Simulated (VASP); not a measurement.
# W (I4/mmm) in VASP: notebook, part 2 of 2

VASP 6.6.1.

## (4) Single point, PBEsol (strain +0.030 along x and y, -0.015 along z)

Contents of INCAR:

```
SYSTEM = W
PREC     = Accurate       ! precision mode
ENCUT    = 520            ! plane-wave cutoff, eV
EDIFF    = 1E-7           ! SCF threshold, eV
ISMEAR   = 0              ! smearing method
SIGMA    = 0.15           ! smearing width, eV
LREAL    = .FALSE.        ! projectors in reciprocal space
LASPH    = .TRUE.         ! aspherical terms in the spheres
NELM     = 60             ! most SCF steps
ALGO     = Fast           ! electronic algorithm
ISIF     = 2              ! what is computed and relaxed
LWAVE    = .FALSE.        ! write WAVECAR
LCHARG   = .TRUE.         ! write CHGCAR
GGA      = PS             ! functional
LELF     = .TRUE.         ! ELF
LVHAR    = .TRUE.       
NBANDS   = 13             ! bands
```

Contents of KPOINTS:

```
regular mesh
0
G
  20 20 20
  0 0 0
```

Contents of POSCAR:

```
W
1.0
    0.0000000000      2.0909000000      1.9995500000
    2.0909000000      0.0000000000      1.9995500000
    2.0909000000      2.0909000000      0.0000000000
W
1
Direct
    0.0000000000      0.0000000000      0.0000000000
```

Potentials or basis: VASP PAW PBE potentials, release 64 (W_sv).

Started as:

```console
> cat potpaw_PBE.64/W_sv/POTCAR > POTCAR
> mpirun -np 1 vasp_std > vasp.out
```

OUTCAR:

```text
SYSTEM = W
   PREC = Accurate
   ENCUT = 520
   EDIFF = 1E-7
   ISMEAR = 0
   LREAL = .FALSE.
   LASPH = .TRUE.
   NELM = 60
   ISIF = 2
   GGA = PS

 ion  position               nearest neighbor table
   1  0.000  0.000  0.000-

  LATTYP: Found a body centered tetragonal cell.
 ALAT       =     2.9569791376
 C/A-ratio  =     1.3524275329

  Lattice vectors:

 A1 = (   0.0000000000,  -2.0909000000,  -1.9995500000)
 A2 = (   0.0000000000,   2.0909000000,  -1.9995500000)
 A3 = (   2.0909000000,   0.0000000000,   1.9995500000)

Analysis of symmetry for initial positions (statically):
=====================================================================
 Subroutine PRICEL returns:
 Original cell was already a primitive cell.

 Routine SETGRP: Setting up the symmetry group for a
 body centered tetragonal supercell.

 Subroutine GETGRP returns: Found 16 space group operations
 (whereof 16 operations were pure point group operations)
 out of a pool of 16 trial point group operations.

The static configuration has the point symmetry D_4h.

Analysis of symmetry for dynamics (positions and initial velocities):
=====================================================================
 Subroutine PRICEL returns:
 Original cell was already a primitive cell.

 Routine SETGRP: Setting up the symmetry group for a
 body centered tetragonal supercell.

 Subroutine GETGRP returns: Found 16 space group operations
 (whereof 16 operations were pure point group operations)
 out of a pool of 16 trial point group operations.

The dynamic configuration has the point symmetry D_4h.

 Subroutine INISYM returns: Found 16 space group operations
 (whereof 16 operations are pure point group operations),
 and found     1 'primitive' translations

----------------------------------------------------------------------------------------

                                     Primitive cell

  volume of cell :      17.4835

  direct lattice vectors                    reciprocal lattice vectors
     0.000000000  2.090900000  1.999550000    -0.239131474  0.239131474  0.250056263
     2.090900000  0.000000000  1.999550000     0.239131474 -0.239131474  0.250056263
     2.090900000  2.090900000  0.000000000     0.239131474  0.239131474 -0.250056263

  length of vectors
     2.893106118  2.893106118  2.956979138     0.420589894  0.420589894  0.420589894

  position of ions in fractional coordinates (direct lattice)
     0.000000000  0.000000000  0.000000000

  ion indices of the primitive-cell ions
   primitive index   ion index
                 1           1

----------------------------------------------------------------------------------------

 KPOINTS: regular mesh

Automatic generation of k-mesh.
 Grid dimensions read from file:
 generate k-points for:   20   20   20

 Generating k-lattice:

  Cartesian coordinates                     Fractional coordinates (reciprocal lattice)
    -0.011956574  0.011956574  0.012502813     0.050000000  0.000000000  0.000000000
     0.011956574 -0.011956574  0.012502813     0.000000000  0.050000000  0.000000000
     0.011956574  0.011956574 -0.012502813     0.000000000  0.000000000  0.050000000

  Length of vectors
     0.021029495  0.021029495  0.021029495

  Shift w.r.t. Gamma in fractional coordinates (k-lattice)
     0.000000000  0.000000000  0.000000000

 Subroutine IBZKPT returns following result:
 ===========================================

 Found    641 irreducible k-points:

 Following reciprocal coordinates:
            Coordinates               Weight
  0.000000  0.000000  0.000000      1.000000
  0.050000  0.000000  0.000000      8.000000
  0.100000 -0.000000  0.000000      8.000000
  0.150000 -0.000000  0.000000      8.000000
  0.200000 -0.000000  0.000000      8.000000
  0.250000 -0.000000  0.000000      8.000000
[... 16 lines left out ...]
 -0.400000  0.050000  0.000000      8.000000
 -0.350000  0.050000  0.000000      8.000000
 [... further k-points ...]
   k-points           NKPTS =    641   k-points in BZ     NKDIM =    641   number of bands    NBANDS=     13
   number of dos      NEDOS =    301   number of ions     NIONS =      1
   total plane-waves  NPLWV =  13824
   dimension x,y,z NGX =    24 NGY =   24 NGZ =   24
   dimension x,y,z NGXF=    48 NGYF=   48 NGZF=   48
   ions per type =               1
   NGX,Y,Z   is equivalent  to a cutoff of  13.79, 13.79, 13.49 a.u.
   NGXF,Y,Z  is equivalent  to a cutoff of  27.58, 27.58, 26.99 a.u.
 SYSTEM =  W
   PREC   = accura    normal or accurate (medium, high low for compatibility)
   ISTART =      0    job   : 0-new  1-cont  2-samecut
   ICHARG =      2    charge: 1-file 2-atom 10-const
   ISPIN  =      1    spin polarized calculation?
   LNONCOLLINEAR =      F non collinear calculations
   LSORBIT =      F    spin-orbit coupling
   LASPH  =      T    aspherical Exc in radial PAW
   ENCUT  =  520.0 eV  38.22 Ry    6.18 a.u.   5.38  5.38  5.50*2*pi/ulx,y,z
   NELM   =     60;   NELMIN=  2; NELMDL= -5     # of ELM steps
   EDIFF  = 0.1E-06   stopping-criterion for ELM
   LREAL  =      F    real-space projection
   EDIFFG = 0.1E-05   stopping-criterion for IOM
   NSW    =      0    number of steps for IOM
   IBRION =     -1    ionic relax: 0-MD 1-quasi-New 2-CG
   NFREE  =      0    steps in history (QN), initial steepest desc. (CG)
   ISIF   =      2    stress and relaxation
   ISYM   =      2    0-nonsym 1-usesym 2-fastsym
   POTIM  = 0.5000    time-step for ionic-motion
   TEBEG  =    0.0;   TEEND  =   0.0 temperature during run
   PSTRESS=    0.0 pullay stress
   NELECT =      14.0000    total number of electrons
   NUPDOWN=      -1.0000    fix difference up-down
   EMIN   =  10.00;   EMAX   =-10.00  energy-range for DOS
   EFERMI =   0.00;   METHOD = LEGACY
   ISMEAR =     0;   SIGMA  =   0.15  broadening in eV -4-tet -1-fermi 0-gaus
   EFERMI_NEDOS =   21; number of points for ismear=-14 and -15
   IALGO  =     68    algorithm
   IMIX   =      4    mixing-type and parameters
     AMIX     =   0.40;   BMIX     =  1.00
     AMIX_MAG =   1.60;   BMIX_MAG =  1.00
  volume/ion in A,a.u.               =      17.48       117.98
  Fermi-wavevector in a.u.,A,eV,Ry     =   1.520225  2.872809 31.444214  2.311085
  Thomas-Fermi vector in A             =   2.629105
   LORBIT       =      0    0 simple, 1 ext, 2 COOP (PROOUT), +10 PAW based schemes
   GGA     = PS    functional components
   LHFCALC =     F    Hartree Fock is set to
   AEXX    =    0.0000 exact exchange contribution
   IVDW    =     0    specifies the selected vdW correction
   LEPSILON=     F    determine dielectric tensor
   LRPA    =     F    only Hartree local field effects (RPA)
 non-spin polarized calculation
 RMM-DIIS sequential band-by-band and
 Gauss-broadening in eV      SIGMA  =   0.15
  energy-cutoff  :      520.00
  volume of cell :       17.48
 maximum number of plane-waves:       499
 NGX is ok and might be reduce to    24
   NGX = 11   NGY = 11   NGZ = 11

 number of electron      14.0000000 magnetization

 Free energy of the ion-electron system (eV)
  ---------------------------------------------------
  ext. energy  EPLUGINS =         0.00000000
  ---------------------------------------------------
  free energy    TOTEN  =       -13.22814874 eV

  energy without entropy =      -13.21474991  energy(sigma->0) =      -13.22144932

 E-fermi :   9.5282     XC(G=0): -13.2071

 val. band max:        9.5216725085   @ k =   0.1500   0.1500   0.0000
 cond. band min:       9.5346388519   @ k =  -0.0500   0.2000   0.1500
 fundamental gap:      0.0129663433
 Fermi energy:         9.5282333547

 k-point     1 :       0.0000    0.0000    0.0000
  band No.  band energies     occupation
      1     -64.2962      2.00000
      2     -28.0003      2.00000
      3     -28.0003      2.00000
      4     -27.9734      2.00000
      5       0.8037      2.00000
      6       8.8166      2.00000
      7       8.8166      2.00000
      8       9.3490      1.90899
      9      11.4211      0.00000
     10      12.1787      0.00000
     11      22.2468      0.00000
     12      26.6437      0.00000
     13      26.6437      0.00000
[... 353 lines left out ...]
 k-point    24 :      -0.3500    0.0500    0.0000
  band No.  band energies     occupation
      1     -64.2289      2.00000
      2     -28.7616      2.00000
      3     -28.1247      2.00000
      4     -28.0907      2.00000
      5       4.0602      2.00000
      6       8.5741      2.00000
      7       8.7777      2.00000
      8       9.2569      1.98949
      9      12.8843      0.00000
     10      13.5108      0.00000
     11      20.5359      0.00000
     12      23.4407      0.00000
     13      28.9075      0.00000

 [... further k-points ...]
[... 5 lines left out ...]
  --------------------------------------------------------------------------------------
  -------------------------------------------------------------------------------------
  Total       -1.9811564     -1.9811564     -3.3596088      0.0000000      0.0000000      0.0000000
  in kB     -181.5517945   -181.5517945   -307.8722164      0.0000000      0.0000000      0.0000000
  external PRESSURE =    -223.6586018 kB  Pullay stress =       0.0000000 kB

 VOLUME and BASIS-vectors are now :
 -----------------------------------------------------------------------------
  energy-cutoff  :      520.00
  volume of cell :       17.48
      direct lattice vectors                 reciprocal lattice vectors
     0.000000000  2.090900000  1.999550000    -0.239131474  0.239131474  0.250056263
     2.090900000  0.000000000  1.999550000     0.239131474 -0.239131474  0.250056263
     2.090900000  2.090900000  0.000000000     0.239131474  0.239131474 -0.250056263

 POSITION                                       TOTAL-FORCE (eV/Angst)
 -----------------------------------------------------------------------------------
      0.00000      0.00000      0.00000         0.000000      0.000000     -0.000000
 -----------------------------------------------------------------------------------
    total drift:                                0.000000     -0.000000     -0.000000

  FREE ENERGIE OF THE ION-ELECTRON SYSTEM (eV)
  ---------------------------------------------------
  free  energy   TOTEN  =       -13.2281487381 eV

  energy  without entropy=      -13.2147499074  energy(sigma->0) =      -13.22144932
```

Wall time 1.7 min (1 thread of Intel Xeon Platinum 8259CL at 2.50GHz (Skylake/Cascade Lake), shared host); peak memory 0.26 GiB.

Results:

* Free energy: -13.2281 eV
* Pressure: -22.4 GPa
* Band gap on the k mesh: zero (band 7 reaches 12.79 eV, above the bottom of band 8 at 9.00 eV)

Caveat: the cell differs from its parent crystal (strain +0.030 along x and y, -0.015 along z); the PAW data sets were made with another functional, which shifts forces and pressure a little; spin-orbit coupling is left out, which moves the levels of the heavy elements.

## (5) The runs side by side

| cell | further INCAR settings | gap on the mesh (eV) | pressure (GPa) |
| --- | --- | --- | --- |
| a = 2.850, b = 2.850, c = 2.914 Å, angles 59.3, 59.3, 61.5°, 1 atom | ALGO = Fast; EDIFF = 1e-06; NBANDS = 13 | none | -12.1 |
| a = 2.872, b = 2.872, c = 2.957 Å, angles 59.0, 59.0, 62.0°, 1 atom | ALGO = Fast; EDIFF = 1e-07; NBANDS = 13 | none | -19.2 |
| a = 2.893, b = 2.893, c = 2.957 Å, angles 59.3, 59.3, 61.5°, 1 atom | ALGO = Fast; EDIFF = 1e-07; NBANDS = 13 | none | -22.4 |

Alike in all rows: task single point; level PBEsol; potentials or basis VASP PAW PBE potentials, release 64 (W_sv); no spin polarisation; k mesh 20 × 20 × 20; cutoff (eV) 520; smearing gaussian 0.15 eV.

Caveats: the PAW data sets were made with another functional, which shifts forces and pressure a little; spin-orbit coupling is left out, which moves the levels of the heavy elements.

Absolute energies hang on the potentials; compare differences alone.
